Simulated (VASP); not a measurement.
# BeTe (F-43m) in VASP: settings compared

The runs below take BeTe through single point, with PBEsol+D4, RPBE+D4.

Program: VASP 6.6.1. These are calculated values, not measurements. Logs are shortened: lines on timing, memory, paths and dates and some standing lists are left out, and cuts for length are marked.

## Step 1: The cell of the first run

It takes space group F-43m (No. 216, cubic). Conventional cell: a = 5.565 Å, b = 5.565 Å, c = 5.565 Å, α = 90.00°, β = 90.00°, γ = 90.00°. Te (site symmetry -43m) has 4 Be at 2.41 Å within 3.2 Å. Be (site symmetry -43m) has 4 Te at 2.41 Å within 3.2 Å.

## Step 2: Single point, PBEsol+D4

The input, INCAR:

```
SYSTEM = BeTe
PREC = Accurate ; ENCUT = 600
EDIFF = 1E-6 ; ISMEAR = -1
SIGMA = 0.05 ; LREAL = .False.
LASPH = .True. ; NELM = 120
ALGO = Normal ; ISIF = 2
LWAVE = .False. ; LCHARG = .False.
GGA = PS ; IVDW = 13
NBANDS = 11 ; GGA_COMPAT = .False.
```

The input, KPOINTS:

```
Automatic mesh
0
Gamma
  8 8 8
  0 0 0
```

The input, POSCAR:

```
BeTe
1.0
    0.0000000000      2.7827325522      2.7827325522
    2.7827325522      0.0000000000      2.7827325522
    2.7827325522      2.7827325522      0.0000000000
Te Be
1 1
Direct
    0.7500000000      0.7500000000      0.7500000000
    0.0000000000      0.0000000000      0.0000000000
```

Potentials or basis: VASP PAW PBE potentials, release 64 (Te, Be).

Command:

```bash
$ cat potpaw_PBE.64/Te/POTCAR potpaw_PBE.64/Be/POTCAR > POTCAR
$ mpirun -np 1 vasp_std > vasp.out
```

OUTCAR:

```text
SYSTEM = BeTe
   PREC = Accurate
   ENCUT = 600
   EDIFF = 1E-6
   ISMEAR = -1
   LREAL = .False.
   LASPH = .True.
   NELM = 120
   ISIF = 2
   GGA = PS
   IVDW = 13

 ion  position               nearest neighbor table
   1  0.750  0.750  0.750-   2 2.41   2 2.41   2 2.41   2 2.41
   2  0.000  0.000  0.000-   1 2.41   1 2.41   1 2.41   1 2.41

  LATTYP: Found a face centered cubic cell.
 ALAT       =     5.5654651044

  Lattice vectors:

 A1 = (   0.0000000000,   2.7827325522,   2.7827325522)
 A2 = (   2.7827325522,   0.0000000000,   2.7827325522)
 A3 = (   2.7827325522,   2.7827325522,   0.0000000000)

Analysis of symmetry for initial positions (statically):
=====================================================================
 Subroutine PRICEL returns:
 Original cell was already a primitive cell.

 Routine SETGRP: Setting up the symmetry group for a
 face centered cubic supercell.

 Subroutine GETGRP returns: Found 24 space group operations
 (whereof 24 operations were pure point group operations)
 out of a pool of 48 trial point group operations.

The static configuration has the point symmetry T_d .

Analysis of symmetry for dynamics (positions and initial velocities):
=====================================================================
 Subroutine PRICEL returns:
 Original cell was already a primitive cell.

 Routine SETGRP: Setting up the symmetry group for a
 face centered cubic supercell.

 Subroutine GETGRP returns: Found 24 space group operations
 (whereof 24 operations were pure point group operations)
 out of a pool of 48 trial point group operations.

The dynamic configuration has the point symmetry T_d .

 Subroutine INISYM returns: Found 24 space group operations
 (whereof 24 operations are pure point group operations),
 and found     1 'primitive' translations

----------------------------------------------------------------------------------------

                                     Primitive cell

  volume of cell :      43.0967

  direct lattice vectors                    reciprocal lattice vectors
     0.000000000  2.782732552  2.782732552    -0.179679502  0.179679502  0.179679502
     2.782732552  0.000000000  2.782732552     0.179679502 -0.179679502  0.179679502
     2.782732552  2.782732552  0.000000000     0.179679502  0.179679502 -0.179679502

  length of vectors
     3.935378116  3.935378116  3.935378116     0.311214027  0.311214027  0.311214027

  position of ions in fractional coordinates (direct lattice)
     0.750000000  0.750000000  0.750000000
     0.000000000  0.000000000  0.000000000

  ion indices of the primitive-cell ions
   primitive index   ion index
                 1           1
[... 83 lines left out ...]
   PSTRESS=    0.0 pullay stress
   NELECT =       8.0000    total number of electrons
   NUPDOWN=      -1.0000    fix difference up-down
   EMIN   =  10.00;   EMAX   =-10.00  energy-range for DOS
   EFERMI =   0.00;   METHOD = LEGACY
   ISMEAR =    -1;   SIGMA  =   0.05  broadening in eV -4-tet -1-fermi 0-gaus
   EFERMI_NEDOS =   21; number of points for ismear=-14 and -15
   IALGO  =     38    algorithm
   IMIX   =      4    mixing-type and parameters
     AMIX     =   0.40;   BMIX     =  1.00
     AMIX_MAG =   1.60;   BMIX_MAG =  1.00
  volume/ion in A,a.u.               =      21.55       145.42
  Fermi-wavevector in a.u.,A,eV,Ry     =   0.933878  1.764773 11.866017  0.872128
  Thomas-Fermi vector in A             =   2.060625
   LORBIT       =      0    0 simple, 1 ext, 2 COOP (PROOUT), +10 PAW based schemes
   GGA     = PS    functional components
   LHFCALC =     F    Hartree Fock is set to
   AEXX    =    0.0000 exact exchange contribution
   IVDW    =    13    specifies the selected vdW correction
   LEPSILON=     F    determine dielectric tensor
   LRPA    =     F    only Hartree local field effects (RPA)
 non-spin polarized calculation
  energy-cutoff  :      600.00
  volume of cell :       43.10
 maximum number of plane-waves:      1459
   NGX = 15   NGY = 15   NGZ = 15

 number of electron       8.0000000 magnetization

 Free energy of the ion-electron system (eV)
  ---------------------------------------------------
  ext. energy  EPLUGINS =         0.00000000
  ---------------------------------------------------
  free energy    TOTEN  =        -8.21060223 eV

  energy without entropy =       -8.21060223  energy(sigma->0) =       -8.21060223

 E-fermi :   6.2838     XC(G=0):  -9.3434

 val. band max:        5.4087033910   @ k =   0.0000   0.0000   0.0000
 cond. band min:       7.1724779885   @ k =   0.5000   0.5000   0.0000
 fundamental gap:      1.7637745974
 Fermi energy:         6.2837621431

 k-point     1 :       0.0000    0.0000    0.0000
  band No.  band energies     occupation
      1      -7.1651      2.00000
      2       5.4087      2.00000
      3       5.4087      2.00000
      4       5.4087      2.00000
      5       8.9763      0.00000
      6       8.9763      0.00000
      7       8.9763      0.00000
      8       9.4012      0.00000
      9      13.6536      0.00000
     10      15.7266      0.00000
     11      15.7266      0.00000
[... 309 lines left out ...]
 k-point    24 :      -0.3750    0.2500    0.1250
  band No.  band energies     occupation
      1      -5.4665      2.00000
      2       0.0485      2.00000
      3       2.3649      2.00000
      4       3.3842      2.00000
      5       9.5381      0.00000
      6       9.7871      0.00000
      7      12.1768      0.00000
      8      13.2403      0.00000
      9      13.8933      0.00000
     10      17.0221      0.00000
     11      17.3601      0.00000

 [... further k-points ...]

------------------------ aborting loop because EDIFF is reached ----------------------------------------

  DFT-D4 for vdW energy calculation

  Edisp (eV):   -0.37794

  FORCE on cell =-STRESS in cart. coord.  units (eV):
  Direction    XX          YY          ZZ          XY          YZ          ZX
  --------------------------------------------------------------------------------------
  -------------------------------------------------------------------------------------
  Total       0.07472     0.07472     0.07472     0.00000     0.00000     0.00000
  in kB       2.77777     2.77777     2.77777     0.00000     0.00000     0.00000
  external pressure =        2.78 kB  Pullay stress =        0.00 kB

 VOLUME and BASIS-vectors are now :
 -----------------------------------------------------------------------------
  energy-cutoff  :      600.00
  volume of cell :       43.10
      direct lattice vectors                 reciprocal lattice vectors
     0.000000000  2.782732552  2.782732552    -0.179679502  0.179679502  0.179679502
     2.782732552  0.000000000  2.782732552     0.179679502 -0.179679502  0.179679502
     2.782732552  2.782732552  0.000000000     0.179679502  0.179679502 -0.179679502

 POSITION                                       TOTAL-FORCE (eV/Angst)
 -----------------------------------------------------------------------------------
      4.17410      4.17410      4.17410        -0.000000      0.000000      0.000000
      0.00000      0.00000      0.00000         0.000000     -0.000000     -0.000000
 -----------------------------------------------------------------------------------
    total drift:                               -0.000000     -0.000000     -0.000000

  FREE ENERGIE OF THE ION-ELECTRON SYSTEM (eV)
  ---------------------------------------------------
  free  energy   TOTEN  =        -8.5885419455 eV

  energy  without entropy=       -8.5885419450  energy(sigma->0) =       -8.58854195
```

OSZICAR:

```text
N       E                     dE             d eps       ncg     rms          rms(c)
DAV:   1     0.203902448701E+02    0.20390E+02   -0.36431E+03   638   0.667E+02
DAV:   2    -0.719504213277E+01   -0.27585E+02   -0.26383E+02   826   0.953E+01
DAV:   3    -0.835998835118E+01   -0.11649E+01   -0.11630E+01   848   0.212E+01
DAV:   4    -0.837192072035E+01   -0.11932E-01   -0.11931E-01   773   0.242E+00
DAV:   5    -0.837215265968E+01   -0.23194E-03   -0.23194E-03   831   0.332E-01    0.418E+00
DAV:   6    -0.825199143258E+01    0.12016E+00   -0.11789E-01   722   0.137E+00    0.250E+00
DAV:   7    -0.821050855494E+01    0.41483E-01   -0.11086E-01   758   0.142E+00    0.449E-01
DAV:   8    -0.821047212262E+01    0.36432E-04   -0.56348E-03   731   0.434E-01    0.949E-02
DAV:   9    -0.821058499030E+01   -0.11287E-03   -0.19802E-04   767   0.877E-02    0.306E-02
DAV:  10    -0.821060203327E+01   -0.17043E-04   -0.35145E-05   712   0.289E-02    0.137E-02
DAV:  11    -0.821060223041E+01   -0.19714E-06   -0.10461E-06   774   0.644E-03
   1 F= -.85885419E+01 E0= -.85885419E+01  d E =-.507058E-09
```

stdout:

```text
POSCAR found type information on POSCAR TeBe
 POSCAR found :  2 types and       2 ions
 scaLAPACK will be used
 -----------------------------------------------------------------------------
|                                                                             |
|                                                                             |
|     You enforced a specific xc type in the INCAR file but a different       |
|     I HOPE YOU KNOW WHAT YOU ARE DOING!                                     |
|                                                                             |
 -----------------------------------------------------------------------------

 LDA part: xc-table for (Slater+PW92), standard interpolation
 POSCAR, INCAR and KPOINTS ok, starting setup
 FFT: planning ... GRIDC
 FFT: planning ... GRID_SOFT
 FFT: planning ... GRID
 WAVECAR not read
 entering main loop
```

Wall time 5.6 s (1 thread of Intel Xeon 6975P-C (Granite Rapids), shared host); peak memory 0.18 GiB.

What came out:

```yaml
Free_energy: -8.5885 eV
Pressure: 0.3 GPa
Band_gap_on_the_k_mesh: 1.76 eV (least direct gap 3.57 eV)
Dispersion_energy_per_atom: -0.189 eV
```

Caveat: the PAW data sets were made with another functional, which shifts forces and pressure a little; spin-orbit coupling is left out, which moves the levels of the heavy elements.

## Step 3: Single point, RPBE+D4

This run uses another cell than the first one, of 21.48 Å³/atom.

The input, INCAR:

```
SYSTEM = BeTe
PREC = Accurate
ENCUT = 600
EDIFF = 1E-6
ISMEAR = -1
SIGMA = 0.05
LREAL = .FALSE.
LASPH = .TRUE.
NELM = 120
ALGO = Normal
ISIF = 2
LWAVE = .FALSE.
LCHARG = .FALSE.
GGA = RP
IVDW = 13
NBANDS = 11
GGA_COMPAT = .FALSE.
```

The input, KPOINTS:

```
regular mesh
0
G
  8 8 8
  0 0 0
```

The input, POSCAR:

```
BeTe
1.0
    0.0000000000      2.7797953420      2.7797953420
    2.7797953420      0.0000000000      2.7797953420
    2.7797953420      2.7797953420      0.0000000000
Te Be
1 1
Direct
    0.7500000000      0.7500000000      0.7500000000
    0.0000000000      0.0000000000      0.0000000000
```

Potentials or basis: VASP PAW PBE potentials, release 64 (Te, Be).

Command:

```bash
$ cat potpaw_PBE.64/Te/POTCAR potpaw_PBE.64/Be/POTCAR > POTCAR
$ mpirun -np 1 vasp_std > vasp.out
```

Wall time 6.6 s (1 thread of Intel Xeon 6975P-C (Granite Rapids), shared host); peak memory 0.18 GiB.

The run converged. Its results:

- Free energy: -8.2654 eV
- Pressure: 0.1 GPa
- Band gap on the k mesh: 1.96 eV (least direct gap 3.60 eV)
- Dispersion energy per atom: -0.639 eV

Levels at points of the mesh, in eV from the valence-band top:
| k point | band 1 | band 2 | band 3 | band 4 | band 5 | band 6 | band 7 | band 8 |
| --- | --- | --- | --- | --- | --- | --- | --- | --- |
| (0.00, 0.00, 0.00) | -12.54 | 0.00 | 0.00 | 0.00 | 3.60 | 3.60 | 3.60 | 4.20 |
| (0.50, 0.00, 0.00) | -11.09 | -5.78 | -1.20 | -1.20 | 3.22 | 4.60 | 4.60 | 7.94 |
| (0.50, 0.50, 0.00) | -10.56 | -5.33 | -2.79 | -2.79 | 1.96 | 2.65 | 10.01 | 10.01 |

Caveat: the PAW data sets were made with another functional, which shifts forces and pressure a little; spin-orbit coupling is left out, which moves the levels of the heavy elements. A k mesh can miss the band edges.
